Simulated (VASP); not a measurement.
# MgB2 (P6/mmm) in VASP: single point with PBEsol

Aim: the single point of MgB2 with PBEsol.

All numbers are computed with VASP 6.6.1; they aren't measurements. Logs are shortened: lines on timing, memory, paths and dates and some standing lists are left out, and cuts for length are marked.

### Step 1. The cell of the first run

It takes space group P6/mmm (No. 191, hexagonal). Conventional cell: a = 3.085 Å, b = 3.085 Å, c = 3.523 Å, α = 90.00°, β = 90.00°, γ = 120.00°. Within 3.3 Å of Mg (site symmetry 6/mmm) lie 12 B at 2.51 Å and 6 Mg at 3.08 Å. B (site symmetry -6m2) has 3 B at 1.78 Å within 2.4 Å.

### Step 2. Single point, PBEsol

File INCAR:

```
ALGO     = Normal         # electronic algorithm
EDIFF    = 1E-6           # SCF threshold, eV
ENCUT    = 600            # plane-wave cutoff, eV
GGA      = PS             # functional
GGA_COMPAT= F            
ISIF     = 2              # what is computed and relaxed
ISMEAR   = -1             # smearing method
LASPH    = T              # aspherical terms in the spheres
LCHARG   = F              # write CHGCAR
LREAL    = F              # projectors in reciprocal space
LWAVE    = F              # write WAVECAR
NBANDS   = 17             # bands
NELM     = 120            # most SCF steps
PREC     = Accurate       # precision mode
SIGMA    = 0.15           # smearing width, eV
```

File KPOINTS:

```
k-points
0
Gamma
  6 6 3
```

File POSCAR:

```
MgB2
1.0
    3.0850000000      0.0000000000      0.0000000000
   -1.5425000000      2.6716883700      0.0000000000
    0.0000000000      0.0000000000      7.0460000000
Mg B
2 4
Direct
    0.0000000000      0.0000000000      0.0000000000
    0.0000000000      0.0000000000      0.5000000000
    0.3333333333      0.6666666667      0.2500000000
    0.6666666667      0.3333333333      0.2500000000
    0.3333333333      0.6666666667      0.7500000000
    0.6666666667      0.3333333333      0.7500000000
```

Potentials or basis: VASP PAW PBE potentials, release 64 (Mg, B).

Command:

```sh
cat potpaw_PBE.64/Mg/POTCAR potpaw_PBE.64/B/POTCAR > POTCAR
mpirun -np 1 vasp_std > vasp.out
```

OUTCAR:

```text
EDIFF = 1E-6
   ENCUT = 600
   GGA = PS
   ISIF = 2
   ISMEAR = -1
   LASPH = T
   LREAL = F
   NELM = 120
   PREC = Accurate

 ion  position               nearest neighbor table
   1  0.000  0.000  0.000-   3 2.51   5 2.51   4 2.51   6 2.51   5 2.51   6 2.51   3 2.51   4 2.51
                             4 2.51   6 2.51   3 2.51   5 2.51   2 3.52   2 3.52
   2  0.000  0.000  0.500-   3 2.51   5 2.51   4 2.51   6 2.51   5 2.51   6 2.51   3 2.51   4 2.51
                             4 2.51   6 2.51   3 2.51   5 2.51   1 3.52   1 3.52
   3  0.333  0.667  0.250-   4 1.78   4 1.78   4 1.78   2 2.51   1 2.51   1 2.51   2 2.51   2 2.51
                             1 2.51
   4  0.667  0.333  0.250-   3 1.78   3 1.78   3 1.78   1 2.51   2 2.51   1 2.51   2 2.51   1 2.51
                             2 2.51
   5  0.333  0.667  0.750-   6 1.78   6 1.78   6 1.78   2 2.51   1 2.51   1 2.51   2 2.51   2 2.51
                             1 2.51
   6  0.667  0.333  0.750-   5 1.78   5 1.78   5 1.78   1 2.51   2 2.51   1 2.51   2 2.51   1 2.51
                             2 2.51

  LATTYP: Found a hexagonal cell.
 ALAT       =     3.0850000000
 C/A-ratio  =     2.2839546191

  Lattice vectors:

 A1 = (   3.0850000000,   0.0000000000,   0.0000000000)
 A2 = (  -1.5425000000,   2.6716883700,   0.0000000000)
 A3 = (   0.0000000000,   0.0000000000,   7.0460000000)

Analysis of symmetry for initial positions (statically):
=====================================================================
 Subroutine PRICEL returns following result:

  LATTYP: Found a hexagonal cell.
 ALAT       =     3.0850000000
 C/A-ratio  =     1.1419773096

  Lattice vectors:

 A1 = (   3.0850000000,   0.0000000000,   0.0000000000)
 A2 = (  -1.5425000000,   2.6716883700,   0.0000000000)
 A3 = (   0.0000000000,   0.0000000000,   3.5230000000)

   2 primitive cells build up your supercell.

 Routine SETGRP: Setting up the symmetry group for a
 hexagonal supercell.

 Subroutine GETGRP returns: Found 24 space group operations
 (whereof 24 operations were pure point group operations)
 out of a pool of 24 trial point group operations.

The static configuration has the point symmetry D_6h.

Analysis of symmetry for dynamics (positions and initial velocities):
=====================================================================
 Subroutine PRICEL returns following result:

  LATTYP: Found a hexagonal cell.
 ALAT       =     3.0850000000
 C/A-ratio  =     1.1419773096

  Lattice vectors:

 A1 = (   3.0850000000,   0.0000000000,   0.0000000000)
 A2 = (  -1.5425000000,   2.6716883700,   0.0000000000)
 A3 = (   0.0000000000,   0.0000000000,   3.5230000000)

   2 primitive cells build up your supercell.

 Routine SETGRP: Setting up the symmetry group for a
 hexagonal supercell.

 Subroutine GETGRP returns: Found 24 space group operations
 (whereof 24 operations were pure point group operations)
 out of a pool of 24 trial point group operations.

The dynamic configuration has the point symmetry D_6h.

 Subroutine INISYM returns: Found 24 space group operations
 (whereof 24 operations are pure point group operations),
 and found     2 'primitive' translations

----------------------------------------------------------------------------------------

                                     Primitive cell

  volume of cell :      29.0371

  direct lattice vectors                    reciprocal lattice vectors
     3.085000000  0.000000000  0.000000000     0.324149109  0.187147575  0.000000000
    -1.542500000  2.671688370  0.000000000     0.000000000  0.374295150  0.000000000
     0.000000000  0.000000000  3.523000000     0.000000000  0.000000000  0.283848992

  length of vectors
     3.085000000  3.084999999  3.523000000     0.374295150  0.374295150  0.283848992

  position of ions in fractional coordinates (direct lattice)
     0.000000000  0.000000000  0.000000000
     0.333333333  0.666666667  0.500000000
     0.666666667  0.333333333  0.500000000

  ion indices of the primitive-cell ions
   primitive index   ion index
                 1           1
                 2           3
                 3           4

----------------------------------------------------------------------------------------

 KPOINTS: k-points

Automatic generation of k-mesh.
 Grid dimensions read from file:
 generate k-points for:    6    6    3

 Generating k-lattice:

  Cartesian coordinates                     Fractional coordinates (reciprocal lattice)
     0.054024851  0.031191263  0.000000000     0.166666667  0.000000000  0.000000000
     0.000000000  0.062382525  0.000000000     0.000000000  0.166666667  0.000000000
     0.000000000  0.000000000  0.047308165     0.000000000  0.000000000  0.333333333

  Length of vectors
     0.062382525  0.062382525  0.047308165

  Shift w.r.t. Gamma in fractional coordinates (k-lattice)
     0.000000000  0.000000000  0.000000000

 Subroutine IBZKPT returns following result:
 ===========================================

 Found     14 irreducible k-points:

 Following reciprocal coordinates:
            Coordinates               Weight
  0.000000  0.000000  0.000000      1.000000
  0.166667  0.000000  0.000000      6.000000
  0.333333  0.000000  0.000000      6.000000
  0.500000  0.000000  0.000000      3.000000
  0.166667  0.166667  0.000000      6.000000
  0.333333  0.166667  0.000000     12.000000
  0.333333  0.333333  0.000000      2.000000
  0.000000  0.000000  0.333333      2.000000
  0.166667  0.000000  0.333333     12.000000
  0.333333  0.000000  0.333333     12.000000
  0.500000  0.000000  0.333333      6.000000
  0.166667  0.166667  0.333333     12.000000
  0.333333  0.166667  0.333333     24.000000
  0.333333  0.333333  0.333333      4.000000
   k-points           NKPTS =     14   k-points in BZ     NKDIM =     14   number of bands    NBANDS=     17
   number of dos      NEDOS =    301   number of ions     NIONS =      6
   total plane-waves  NPLWV =  43904
   dimension x,y,z NGX =    28 NGY =   28 NGZ =   56
   dimension x,y,z NGXF=    56 NGYF=   56 NGZF=  112
   ions per type =               2   4
   NGX,Y,Z   is equivalent  to a cutoff of  15.09, 15.09, 13.21 a.u.
   NGXF,Y,Z  is equivalent  to a cutoff of  30.18, 30.18, 26.43 a.u.
 SYSTEM =  unknown system
   PREC   = accura    normal or accurate (medium, high low for compatibility)
   ISTART =      0    job   : 0-new  1-cont  2-samecut
   ICHARG =      2    charge: 1-file 2-atom 10-const
   ISPIN  =      1    spin polarized calculation?
   LNONCOLLINEAR =      F non collinear calculations
   LSORBIT =      F    spin-orbit coupling
   LASPH  =      T    aspherical Exc in radial PAW
   ENCUT  =  600.0 eV  44.10 Ry    6.64 a.u.   6.16  6.16 14.07*2*pi/ulx,y,z
   NELM   =    120;   NELMIN=  2; NELMDL= -5     # of ELM steps
   EDIFF  = 0.1E-05   stopping-criterion for ELM
   LREAL  =      F    real-space projection
   EDIFFG = 0.1E-04   stopping-criterion for IOM
   NSW    =      0    number of steps for IOM
   IBRION =     -1    ionic relax: 0-MD 1-quasi-New 2-CG
   NFREE  =      0    steps in history (QN), initial steepest desc. (CG)
   ISIF   =      2    stress and relaxation
   ISYM   =      2    0-nonsym 1-usesym 2-fastsym
   POTIM  = 0.5000    time-step for ionic-motion
   TEBEG  =    0.0;   TEEND  =   0.0 temperature during run
   PSTRESS=    0.0 pullay stress
   NELECT =      16.0000    total number of electrons
   NUPDOWN=      -1.0000    fix difference up-down
   EMIN   =  10.00;   EMAX   =-10.00  energy-range for DOS
   EFERMI =   0.00;   METHOD = LEGACY
   ISMEAR =    -1;   SIGMA  =   0.15  broadening in eV -4-tet -1-fermi 0-gaus
   EFERMI_NEDOS =   21; number of points for ismear=-14 and -15
   IALGO  =     38    algorithm
   IMIX   =      4    mixing-type and parameters
     AMIX     =   0.40;   BMIX     =  1.00
     AMIX_MAG =   1.60;   BMIX_MAG =  1.00
  volume/ion in A,a.u.               =       9.68        65.32
  Fermi-wavevector in a.u.,A,eV,Ry     =   1.065255  2.013040 15.439462  1.134768
  Thomas-Fermi vector in A             =   2.200801
   LORBIT       =      0    0 simple, 1 ext, 2 COOP (PROOUT), +10 PAW based schemes
   GGA     = PS    functional components
   LHFCALC =     F    Hartree Fock is set to
   AEXX    =    0.0000 exact exchange contribution
   IVDW    =     0    specifies the selected vdW correction
   LEPSILON=     F    determine dielectric tensor
   LRPA    =     F    only Hartree local field effects (RPA)
 non-spin polarized calculation
  energy-cutoff  :      600.00
  volume of cell :       58.07
 maximum number of plane-waves:      1961
 NGX is ok and might be reduce to    28
   NGX = 13   NGY = 13   NGZ = 29

 number of electron      16.0000000 magnetization

 Free energy of the ion-electron system (eV)
  ---------------------------------------------------
  ext. energy  EPLUGINS =         0.00000000
  ---------------------------------------------------
  free energy    TOTEN  =       -32.49600333 eV

  energy without entropy =      -32.39787846  energy(sigma->0) =      -32.44694089

 E-fermi :   5.2374     XC(G=0): -10.9923

 val. band max:        5.0205694805   @ k =   0.1667   0.0000   0.0000
 cond. band min:       5.2858672214   @ k =   0.3333   0.1667   0.0000
 fundamental gap:      0.2652977409
 Fermi energy:         5.2373862377

 k-point     1 :       0.0000    0.0000    0.0000
  band No.  band energies     occupation
      1      -7.1936      2.00000
      2      -5.9077      2.00000
      3      -2.2423      2.00000
      4       2.2677      2.00000
      5       5.5920      0.17191
      6       5.5920      0.17191
[... 9 lines left out ...]
     16      15.1087      0.00000
     17      15.1514      0.00000

 k-point     2 :       0.1667    0.0000    0.0000
  band No.  band energies     occupation
      1      -6.7126      2.00000
      2      -5.4706      2.00000
      3      -1.6943      2.00000
      4       2.7362      2.00000
      5       3.5454      1.99997
      6       4.0948      1.99902
[... 9 lines left out ...]
     16      14.2209      0.00000
     17      15.4780      0.00000
[... 221 lines left out ...]
 k-point    14 :       0.3333    0.3333    0.3333
  band No.  band energies     occupation
      1      -1.8495      2.00000
      2      -1.8495      2.00000
      3      -1.4088      2.00000
      4      -1.4088      2.00000
      5      -0.5137      2.00000
      6      -0.1773      2.00000
[... 9 lines left out ...]
     16      15.9312      0.00000
     17      15.9632      0.00000

------------------------ aborting loop because EDIFF is reached ----------------------------------------

  FORCE on cell =-STRESS in cart. coord.  units (eV):
  Direction    XX          YY          ZZ          XY          YZ          ZX
  --------------------------------------------------------------------------------------
  -------------------------------------------------------------------------------------
  Total       -0.9735908     -0.9735908     -1.3594559      0.0000000     -0.0000000      0.0000000
  in kB      -26.8598397    -26.8598397    -37.5052519      0.0000000     -0.0000000      0.0000000
  external PRESSURE =     -30.4083104 kB  Pullay stress =       0.0000000 kB

 VOLUME and BASIS-vectors are now :
 -----------------------------------------------------------------------------
  energy-cutoff  :      600.00
  volume of cell :       58.07
      direct lattice vectors                 reciprocal lattice vectors
     3.085000000  0.000000000  0.000000000     0.324149109  0.187147575  0.000000000
    -1.542500000  2.671688370  0.000000000     0.000000000  0.374295150  0.000000000
     0.000000000  0.000000000  7.046000000     0.000000000  0.000000000  0.141924496

 POSITION                                       TOTAL-FORCE (eV/Angst)
 -----------------------------------------------------------------------------------
      0.00000      0.00000      0.00000         0.000000      0.000000     -0.000000
      0.00000      0.00000      3.52300         0.000000      0.000000     -0.000000
     -0.00000      1.78113      1.76150        -0.000000      0.000000      0.000000
      1.54250      0.89056      1.76150         0.000000      0.000000     -0.000000
     -0.00000      1.78113      5.28450        -0.000000     -0.000000     -0.000000
      1.54250      0.89056      5.28450         0.000000     -0.000000      0.000000
 -----------------------------------------------------------------------------------
    total drift:                                0.000000     -0.000000     -0.000000

  FREE ENERGIE OF THE ION-ELECTRON SYSTEM (eV)
  ---------------------------------------------------
  free  energy   TOTEN  =       -32.4960033310 eV

  energy  without entropy=      -32.3978784575  energy(sigma->0) =      -32.44694089
```

Run time: 13 s. Hardware: 1 thread of Intel Xeon Platinum 8559C (Emerald Rapids), shared host; peak memory 0.19 GiB.

Results:

| Property | Result |
| --- | --- |
| Free energy | -32.4960 eV |
| Pressure | -3.0 GPa |
| Band gap on the k mesh | zero (band 8 reaches 5.97 eV, above the bottom of band 9 at 4.66 eV) |

Caveat: the k points lie up to 0.39 Å⁻¹ apart; the PAW data sets were made with another functional, which shifts forces and pressure a little.
